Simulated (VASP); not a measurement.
**Si8Ni8O (a cell with a defect): single point with PBE**

Si8Ni8O (a cell with a defect):

```
Si Ni O
1.0
     0.00000    3.39706    5.59850
     5.13841    0.00000    5.59850
     5.13841    3.39706    0.00000
Si Ni O
8 8 1
Cartesian
  4.1762 2.4649 3.1931
  9.3833 5.9152 8.9378
  1.0324 0.9979 2.4245
  6.0547 4.3326 7.9183
  6.8632 2.4876 5.1142
  1.5973 2.6122 5.0861
  8.5766 4.3565 6.0713
  3.2775 4.2447 6.0907
  2.6462 0.8619 3.9184
  7.8077 4.2343 9.4419
  2.4940 2.6584 1.7260
  7.6516 5.9771 7.3860
  5.1777 0.8953 4.5230
  5.2543 3.9652 4.3579
  5.1203 2.4333 6.7428
  5.1578 6.4049 6.7642
  4.9323 4.5430 6.1526
```

- Program: VASP 6.6.1
- Task: single point
- Functional: PBE
- Potentials or basis: VASP PAW PBE potentials, release 64 (Si, Ni, O)
- Cutoff: 520 eV
- k mesh: 4 × 4 × 4
- Occupations: methfessel-paxton, width 0.1 eV
- Spin: no spin polarisation

```json
{
 "Pressure": "10.9 GPa",
 "Largest force": "0.897 eV/Å",
 "Band gap on the k mesh": "zero (bands 59 and 60 overlap by 0.39 eV)"
}
```

Forces on the atoms (eV/Å):
```
Si   0.021  0.211  0.089
Si   0.078  0.032 -0.015
Si   0.060 -0.127 -0.128
Si  -0.051  0.035 -0.053
Si  -0.030  0.111 -0.031
Si   0.104  0.038 -0.151
Si   0.067 -0.067 -0.061
Si  -0.351  0.008  0.036
Ni   0.065  0.045 -0.077
Ni   0.039  0.124 -0.032
Ni  -0.047  0.077  0.040
Ni   0.024 -0.100 -0.027
Ni   0.003  0.016 -0.053
Ni   0.109  0.383 -0.004
Ni   0.032 -0.079 -0.020
Ni   0.061 -0.150 -0.189
O   -0.184 -0.558  0.677
```

Stress tensor (GPa, compression positive):
```
 8.72  1.44  0.03
 1.44 11.94  2.28
 0.03  2.28 12.04
```

Levels at points of the mesh, in eV from the Fermi level:
| k point | band 56 | band 57 | band 58 | band 59 | band 60 | band 61 | band 62 | band 63 |
| --- | --- | --- | --- | --- | --- | --- | --- | --- |
| (0.00, 0.00, 0.00) | -1.14 | -0.83 | -0.73 | -0.31 | 0.24 | 0.88 | 1.42 | 2.25 |
| (0.50, 0.00, 0.00) | -1.05 | -0.88 | -0.59 | -0.28 | -0.03 | 0.36 | 0.65 | 0.90 |
| (0.00, 0.00, 0.50) | -1.06 | -0.86 | -0.50 | -0.28 | -0.15 | 0.42 | 0.57 | 0.74 |
| (0.50, 0.50, 0.50) | -1.00 | -0.85 | -0.69 | -0.37 | -0.13 | 0.34 | 0.69 | 1.12 |
| (0.00, 0.50, 0.00) | -1.04 | -0.87 | -0.57 | -0.23 | -0.10 | 0.31 | 0.63 | 0.93 |
| (0.50, 0.50, 0.00) | -1.15 | -0.78 | -0.35 | -0.11 | 0.20 | 0.24 | 0.60 | 0.74 |
| (0.50, 0.00, 0.50) | -0.76 | -0.70 | -0.50 | -0.21 | 0.23 | 0.80 | 1.16 | 1.62 |
| (0.00, 0.50, 0.50) | -1.11 | -0.65 | -0.42 | 0.11 | 0.34 | 0.60 | 1.07 | 1.19 |

Run time: 41 min on 1 thread of Intel Xeon 8259CL, with other jobs on the host, peak memory 0.61 GiB.

Caveat: the run has no spin polarisation, though such a crystal can be magnetic. With open d or f shells a metallic result of PBE can be an artefact of self-interaction; +U or a hybrid may open a gap.
